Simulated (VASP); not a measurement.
# Sr (P6_3/mmc) in VASP: a series of runs

Sr is run at these levels: r2SCAN; tasks: single point.

All numbers are computed with VASP 6.6.1; they aren't measurements. Logs are shortened: lines on timing, memory, paths and dates and some standing lists are left out, and cuts for length are marked.

**1. The cell of the first run**

The structure is hexagonal, space group P6_3/mmc (No. 194). Conventional cell: a = 4.255 Å, b = 4.255 Å, c = 7.006 Å, α = 90.00°, β = 90.00°, γ = 120.00°. Within 5.6 Å of Sr (site symmetry -6m2) lie 12 Sr at 4.26 to 4.28 Å.

**2. Single point, r2SCAN (volume scaled by 0.96)**

File POSCAR:

```
Sr
1.0
    4.2550379323      0.0000000000      0.0000000000
   -2.1275189661      3.6849709435      0.0000000000
    0.0000000000      0.0000000000      7.0057535645
Sr
2
Direct
    0.3333333333      0.6666666667      0.2500000000
    0.6666666667      0.3333333333      0.7500000000
```

File INCAR.step1:

```
  PREC = Accurate
  ENCUT = 520
  ISMEAR = -1
  SIGMA = 0.1
  LREAL = False
  LASPH = True
  NELM = 60
  NBANDS = 17
  GGA = PE
  ALGO = Normal
  EDIFF = 1E-4
  LWAVE = True
  LCHARG = False
```

File INCAR.step2:

```
  PREC = Accurate
  ENCUT = 520
  EDIFF = 1E-7
  ISMEAR = -1
  SIGMA = 0.1
  LREAL = False
  LASPH = True
  NELM = 60
  ALGO = Normal
  ISIF = 2
  LWAVE = False
  LCHARG = True
  METAGGA = R2SCAN
  LMIXTAU = True
  LELF = True
  LVHAR = True
  NBANDS = 17
  ISTART = 1
```

File KPOINTS:

```
regular mesh
0
Gamma
  10 10 5
```

Potentials or basis: VASP PAW PBE potentials, release 64 (Sr_sv).

Command:

```
cat potpaw_PBE.64/Sr_sv/POTCAR > POTCAR
cp INCAR.step1 INCAR
mpirun -np 1 vasp_std > vasp.out
cp INCAR.step2 INCAR
mpirun -np 1 vasp_std > vasp.out
```

OUTCAR:

```text
PREC = Accurate
   ENCUT = 520
   EDIFF = 1E-7
   ISMEAR = -1
   LREAL = False
   LASPH = True
   NELM = 60
   ISIF = 2
   METAGGA = R2SCAN
   ISTART = 1

 ion  position               nearest neighbor table
   1  0.333  0.667  0.250-   2 4.28   2 4.28   2 4.28   2 4.28   2 4.28   2 4.28
   2  0.667  0.333  0.750-   1 4.28   1 4.28   1 4.28   1 4.28   1 4.28   1 4.28

  LATTYP: Found a hexagonal cell.
 ALAT       =     4.2550379323
 C/A-ratio  =     1.6464608955

  Lattice vectors:

 A1 = (   4.2550379323,   0.0000000000,   0.0000000000)
 A2 = (  -2.1275189661,   3.6849709435,   0.0000000000)
 A3 = (   0.0000000000,   0.0000000000,   7.0057535645)

Analysis of symmetry for initial positions (statically):
=====================================================================
 Subroutine PRICEL returns:
 Original cell was already a primitive cell.

 Routine SETGRP: Setting up the symmetry group for a
 hexagonal supercell.

 Subroutine GETGRP returns: Found 24 space group operations
 (whereof 12 operations were pure point group operations)
 out of a pool of 24 trial point group operations.

The static configuration has the point symmetry D_3d.
 The point group associated with its full space group is D_6h.

Analysis of symmetry for dynamics (positions and initial velocities):
=====================================================================
 Subroutine PRICEL returns:
 Original cell was already a primitive cell.

 Routine SETGRP: Setting up the symmetry group for a
 hexagonal supercell.

 Subroutine GETGRP returns: Found 24 space group operations
 (whereof 12 operations were pure point group operations)
 out of a pool of 24 trial point group operations.

The dynamic configuration has the point symmetry D_3d.
 The point group associated with its full space group is D_6h.

 Subroutine INISYM returns: Found 24 space group operations
 (whereof 12 operations are pure point group operations),
 and found     1 'primitive' translations

----------------------------------------------------------------------------------------

                                     Primitive cell

  volume of cell :     109.8481

  direct lattice vectors                    reciprocal lattice vectors
     4.255037932  0.000000000  0.000000000     0.235015531  0.135686280  0.000000000
    -2.127518966  3.684970944  0.000000000     0.000000000  0.271372560  0.000000000
     0.000000000  0.000000000  7.005753564     0.000000000  0.000000000  0.142739820

  length of vectors
     4.255037932  4.255037932  7.005753564     0.271372560  0.271372560  0.142739820

  position of ions in fractional coordinates (direct lattice)
     0.333333333  0.666666667  0.250000000
     0.666666667  0.333333333  0.750000000

  ion indices of the primitive-cell ions
   primitive index   ion index
                 1           1
                 2           2

----------------------------------------------------------------------------------------

 KPOINTS: regular mesh

Automatic generation of k-mesh.
 Grid dimensions read from file:
 generate k-points for:   10   10    5

 Generating k-lattice:

  Cartesian coordinates                     Fractional coordinates (reciprocal lattice)
     0.023501553  0.013568628  0.000000000     0.100000000  0.000000000  0.000000000
     0.000000000  0.027137256  0.000000000     0.000000000  0.100000000  0.000000000
     0.000000000  0.000000000  0.028547964     0.000000000  0.000000000  0.200000000

  Length of vectors
     0.027137256  0.027137256  0.028547964

  Shift w.r.t. Gamma in fractional coordinates (k-lattice)
     0.000000000  0.000000000  0.000000000

 Subroutine IBZKPT returns following result:
 ===========================================

 Found     42 irreducible k-points:

 Following reciprocal coordinates:
            Coordinates               Weight
  0.000000  0.000000  0.000000      1.000000
  0.100000  0.000000  0.000000      6.000000
  0.200000  0.000000  0.000000      6.000000
  0.300000 -0.000000  0.000000      6.000000
  0.400000  0.000000  0.000000      6.000000
  0.500000 -0.000000  0.000000      3.000000
[... 16 lines left out ...]
  0.300000  0.100000  0.200000     24.000000
  0.400000  0.100000  0.200000     24.000000
 [... further k-points ...]
   k-points           NKPTS =     42   k-points in BZ     NKDIM =     42   number of bands    NBANDS=     17
   number of dos      NEDOS =    301   number of ions     NIONS =      2
   total plane-waves  NPLWV =  55296
   dimension x,y,z NGX =    32 NGY =   32 NGZ =   54
   dimension x,y,z NGXF=    64 NGYF=   64 NGZF=  108
   ions per type =               2
   NGX,Y,Z   is equivalent  to a cutoff of  12.50, 12.50, 12.81 a.u.
   NGXF,Y,Z  is equivalent  to a cutoff of  25.01, 25.01, 25.63 a.u.
 SYSTEM =  unknown system
   PREC   = accura    normal or accurate (medium, high low for compatibility)
   ISTART =      1    job   : 0-new  1-cont  2-samecut
   ICHARG =      0    charge: 1-file 2-atom 10-const
   ISPIN  =      1    spin polarized calculation?
   LNONCOLLINEAR =      F non collinear calculations
   LSORBIT =      F    spin-orbit coupling
   LASPH  =      T    aspherical Exc in radial PAW
   ENCUT  =  520.0 eV  38.22 Ry    6.18 a.u.   7.91  7.91 13.03*2*pi/ulx,y,z
   NELM   =     60;   NELMIN=  2; NELMDL=  0     # of ELM steps
   EDIFF  = 0.1E-06   stopping-criterion for ELM
   LREAL  =      F    real-space projection
   EDIFFG = 0.1E-05   stopping-criterion for IOM
   NSW    =      0    number of steps for IOM
   IBRION =     -1    ionic relax: 0-MD 1-quasi-New 2-CG
   NFREE  =      0    steps in history (QN), initial steepest desc. (CG)
   ISIF   =      2    stress and relaxation
   ISYM   =      2    0-nonsym 1-usesym 2-fastsym
   POTIM  = 0.5000    time-step for ionic-motion
   TEBEG  =    0.0;   TEEND  =   0.0 temperature during run
   PSTRESS=    0.0 pullay stress
   NELECT =      20.0000    total number of electrons
   NUPDOWN=      -1.0000    fix difference up-down
   EMIN   =  10.00;   EMAX   =-10.00  energy-range for DOS
   EFERMI =   0.00;   METHOD = LEGACY
   ISMEAR =    -1;   SIGMA  =   0.10  broadening in eV -4-tet -1-fermi 0-gaus
   EFERMI_NEDOS =   21; number of points for ismear=-14 and -15
   IALGO  =     38    algorithm
   IMIX   =      4    mixing-type and parameters
     AMIX     =   0.40;   BMIX     =  1.00
     AMIX_MAG =   1.60;   BMIX_MAG =  1.00
  volume/ion in A,a.u.               =      54.92       370.65
  Fermi-wavevector in a.u.,A,eV,Ry     =   0.927871  1.753421 11.713850  0.860944
  Thomas-Fermi vector in A             =   2.053986
   LORBIT       =      0    0 simple, 1 ext, 2 COOP (PROOUT), +10 PAW based schemes
   METAGGA = R2SCAN    functional components
   LHFCALC =     F    Hartree Fock is set to
   AEXX    =    0.0000 exact exchange contribution
   IVDW    =     0    specifies the selected vdW correction
   LEPSILON=     F    determine dielectric tensor
   LRPA    =     F    only Hartree local field effects (RPA)
 non-spin polarized calculation
  energy-cutoff  :      520.00
  volume of cell :      109.85
 maximum number of plane-waves:      2984
 NGX is ok and might be reduce to    32
   NGX = 15   NGY = 15   NGZ = 27

 number of electron      20.0000001 magnetization

 Free energy of the ion-electron system (eV)
  ---------------------------------------------------
  ext. energy  EPLUGINS =         0.00000000
  ---------------------------------------------------
  free energy    TOTEN  =       -30.22529168 eV

  energy without entropy =      -30.13858638  energy(sigma->0) =      -30.18193903

 E-fermi :   1.6183     XC(G=0):  -7.7988

 val. band max:        1.6158359339   @ k =   0.3000  -0.0000   0.0000
 cond. band min:       1.6299381334   @ k =   0.3000   0.3000   0.4000
 fundamental gap:      0.0141021995
 Fermi energy:         1.6183486573

 k-point     1 :       0.0000    0.0000    0.0000
  band No.  band energies     occupation
      1     -36.3942      2.00000
      2     -36.3794      2.00000
      3     -17.8492      2.00000
      4     -17.6828      2.00000
      5     -17.6828      2.00000
      6     -17.6563      2.00000
[... 9 lines left out ...]
     16       4.7016      0.00000
     17       5.2836      0.00000

 k-point     2 :       0.1000    0.0000    0.0000
  band No.  band energies     occupation
      1     -36.3929      2.00000
      2     -36.3787      2.00000
      3     -17.8426      2.00000
      4     -17.6982      2.00000
      5     -17.6876      2.00000
      6     -17.6722      2.00000
[... 9 lines left out ...]
     16       4.8458      0.00000
     17       4.9801      0.00000

 k-point     3 :       0.2000    0.0000    0.0000
  band No.  band energies     occupation
      1     -36.3893      2.00000
      2     -36.3770      2.00000
      3     -17.8242      2.00000
      4     -17.7388      2.00000
      5     -17.7131      2.00000
      6     -17.6997      2.00000
[... 9 lines left out ...]
     16       4.7993      0.00000
     17       4.8649      0.00000

 k-point     4 :       0.3000   -0.0000    0.0000
  band No.  band energies     occupation
      1     -36.3846      2.00000
      2     -36.3751      2.00000
      3     -17.7981      2.00000
      4     -17.7894      2.00000
      5     -17.7619      2.00000
      6     -17.7142      2.00000
[... 9 lines left out ...]
     16       5.3436      0.00000
     17       5.4425      0.00000
[... 343 lines left out ...]
      1     -36.3853      2.00000
      2     -36.3767      2.00000
      3     -17.8068      2.00000
      4     -17.7589      2.00000
      5     -17.7467      2.00000
      6     -17.7074      2.00000
[... 9 lines left out ...]
     16       5.0508      0.00000
     17       5.3909      0.00000

 k-point    23 :       0.3000    0.1000    0.2000
  band No.  band energies     occupation
      1     -36.3811      2.00000
      2     -36.3750      2.00000
      3     -17.8216      2.00000
      4     -17.7967      2.00000
      5     -17.7546      2.00000
      6     -17.7232      2.00000
[... 9 lines left out ...]
     16       5.4330      0.00000
     17       5.9427      0.00000

 k-point    24 :       0.4000    0.1000    0.2000
  band No.  band energies     occupation
      1     -36.3782      2.00000
      2     -36.3742      2.00000
      3     -17.8443      2.00000
      4     -17.8183      2.00000
      5     -17.7469      2.00000
      6     -17.7282      2.00000
[... 9 lines left out ...]
     16       5.8703      0.00000
     17       6.1668      0.00000

 [... further k-points ...]
[... 5 lines left out ...]
  --------------------------------------------------------------------------------------
  -------------------------------------------------------------------------------------
  Total        0.3464457      0.3464457      0.4144275      0.0000000     -0.0000000      0.0000000
  in kB        5.0530471      5.0530471      6.0445885      0.0000000     -0.0000000      0.0000000
  external PRESSURE =       5.3835609 kB  Pullay stress =       0.0000000 kB

 VOLUME and BASIS-vectors are now :
 -----------------------------------------------------------------------------
  energy-cutoff  :      520.00
  volume of cell :      109.85
      direct lattice vectors                 reciprocal lattice vectors
     4.255037932  0.000000000  0.000000000     0.235015531  0.135686280  0.000000000
    -2.127518966  3.684970944  0.000000000     0.000000000  0.271372560  0.000000000
     0.000000000  0.000000000  7.005753564     0.000000000  0.000000000  0.142739820

 POSITION                                       TOTAL-FORCE (eV/Angst)
 -----------------------------------------------------------------------------------
     -0.00000      2.45665      1.75144        -0.000000     -0.000000      0.000000
      2.12752      1.22832      5.25432         0.000000      0.000000      0.000000
 -----------------------------------------------------------------------------------
    total drift:                                0.000000     -0.000000      0.000000

  FREE ENERGIE OF THE ION-ELECTRON SYSTEM (eV)
  ---------------------------------------------------
  free  energy   TOTEN  =       -30.2252916775 eV

  energy  without entropy=      -30.1385863782  energy(sigma->0) =      -30.18193903
```

It took 7 min on 1 thread of Intel Xeon Platinum 8259CL at 2.50GHz (Skylake/Cascade Lake), shared host; peak memory 0.27 GiB.

What came out:

- Free energy: -30.2253 eV
- Pressure: 0.5 GPa
- Band gap on the k mesh: zero (band 10 reaches 1.78 eV, above the bottom of band 11 at 1.54 eV)

Stress tensor (GPa, compression positive):
```
0.51 0.00 0.00
0.00 0.51 0.00
0.00 0.00 0.60
```

Caveat: the cell differs from its parent crystal (volume scaled by 0.96); the PAW data sets were made with another functional, which shifts forces and pressure a little.

**3. Single point, r2SCAN**

This run uses another cell than the first one, of 57.21 Å³/atom, 1.042 times its volume.

File POSCAR:

```
Sr
1.0
    4.3133333672      0.0000000000      0.0000000000
   -2.1566666836      3.7354562710      0.0000000000
    0.0000000000      0.0000000000      7.1017347184
Sr
2
Direct
    0.3333333333      0.6666666667      0.2500000000
    0.6666666667      0.3333333333      0.7500000000
```

File INCAR.step1:

```
PREC = Accurate ; ENCUT = 520
ISMEAR = -1 ; SIGMA = 0.1
LREAL = False ; LASPH = True
NELM = 80 ; NBANDS = 17
GGA = PE ; ALGO = Normal
EDIFF = 1E-4 ; LWAVE = True
LCHARG = False
```

File INCAR.step2:

```
PREC = Accurate ; ENCUT = 520
EDIFF = 1E-6 ; ISMEAR = -1
SIGMA = 0.1 ; LREAL = False
LASPH = True ; NELM = 80
ALGO = Normal ; ISIF = 2
LWAVE = False ; LCHARG = True
METAGGA = R2SCAN ; LMIXTAU = True
LELF = True ; LVHAR = True
NBANDS = 17 ; ISTART = 1
```

KPOINTS is that of step 2.

Potentials or basis: VASP PAW PBE potentials, release 64 (Sr_sv).

Command:

```
cat potpaw_PBE.64/Sr_sv/POTCAR > POTCAR
cp INCAR.step1 INCAR
mpirun -np 1 vasp_std > vasp.out
cp INCAR.step2 INCAR
mpirun -np 1 vasp_std > vasp.out
```

It took 5 min on 1 thread of Intel Xeon Platinum 8259CL at 2.50GHz (Skylake/Cascade Lake), shared host; peak memory 0.27 GiB.

Results (log left out):

| Quantity | Value |
| --- | --- |
| Free energy | -30.2333 eV |
| Pressure | 0.0 GPa |
| Band gap on the k mesh | zero (band 10 reaches 1.63 eV, above the bottom of band 11 at 1.35 eV) |

Levels at points of the mesh, in eV from the Fermi level:
| k point | band 8 | band 9 | band 10 | band 11 | band 12 | band 13 |
| --- | --- | --- | --- | --- | --- | --- |
| (0.00, 0.00, 0.00) | -19.35 | -3.79 | -1.08 | -0.12 | 2.57 | 2.60 |
| (0.50, 0.00, 0.00) | -19.39 | -1.08 | -0.61 | 0.15 | 0.36 | 1.39 |

Caveat: the PAW data sets were made with another functional, which shifts forces and pressure a little.

**4. Single point, r2SCAN (volume scaled by 1.04)**

File POSCAR:

```
Sr
1.0
    4.3700942628      0.0000000000      0.0000000000
   -2.1850471314      3.7846126485      0.0000000000
    0.0000000000      0.0000000000      7.1951893134
Sr
2
Direct
    0.3333333333      0.6666666667      0.2500000000
    0.6666666667      0.3333333333      0.7500000000
```

File INCAR.step1:

```
SYSTEM = Sr
  PREC = Accurate
  ENCUT = 520
  ISMEAR = -1
  SIGMA = 0.1
  LREAL = .False.
  LASPH = .True.
  NELM = 80
  NBANDS = 17
  GGA = PE
  ALGO = Normal
  EDIFF = 1E-4
  LWAVE = .True.
  LCHARG = .False.
```

File INCAR.step2:

```
SYSTEM = Sr
  PREC = Accurate
  ENCUT = 520
  EDIFF = 1E-6
  ISMEAR = -1
  SIGMA = 0.1
  LREAL = .False.
  LASPH = .True.
  NELM = 80
  ALGO = Normal
  ISIF = 2
  LWAVE = .False.
  LCHARG = .False.
  METAGGA = R2SCAN
  LMIXTAU = .True.
  NBANDS = 17
  ISTART = 1
```

File KPOINTS:

```
Automatic mesh
0
Gamma
  10 10 5
  0 0 0
```

Command:

```
cat potpaw_PBE.64/Sr_sv/POTCAR > POTCAR
cp INCAR.step1 INCAR
mpirun -np 1 vasp_std > vasp.out
cp INCAR.step2 INCAR
mpirun -np 1 vasp_std > vasp.out
```

It took 6 min on 1 thread of Intel Xeon Platinum 8259CL at 2.50GHz (Skylake/Cascade Lake), shared host; peak memory 0.31 GiB.

The run converged. Its results:

```
Free energy            : -30.2274 eV
Pressure               : -0.4 GPa
Band gap on the k mesh : zero (band 10 reaches 1.50 eV, above the bottom of band 11 at 1.18 eV)
```

Levels at points of the mesh, in eV from the Fermi level:
```tsv
k point	band 8	band 9	band 10	band 11	band 12	band 13
(0.00, 0.00, 0.00)	-19.44	-3.72	-1.06	-0.16	2.53	2.56
(0.50, 0.00, 0.00)	-19.47	-1.07	-0.62	0.19	0.38	1.35
```

Caveat: the cell differs from its parent crystal (volume scaled by 1.04); the PAW data sets were made with another functional, which shifts forces and pressure a little.

**5. The runs side by side**

| cell | gap on the mesh (eV) | pressure (GPa) |
| --- | --- | --- |
| a = 4.255, b = 4.255, c = 7.006 Å, angles 90.0, 90.0, 120.0°, 2 atoms | none | 0.5 |
| a = 4.313, b = 4.313, c = 7.102 Å, angles 90.0, 90.0, 120.0°, 2 atoms | none | 0.0 |
| a = 4.370, b = 4.370, c = 7.195 Å, angles 90.0, 90.0, 120.0°, 2 atoms | none | -0.4 |

Alike in all rows: task single point; level r2SCAN; potentials or basis VASP PAW PBE potentials, release 64 (Sr_sv); no spin polarisation; k mesh 10 × 10 × 5; cutoff (eV) 520; smearing fermi-dirac 0.1 eV.

Caveats: the PAW data sets were made with another functional, which shifts forces and pressure a little.

Total energies depend on the potentials used, so only differences within one code and one set of settings carry meaning.
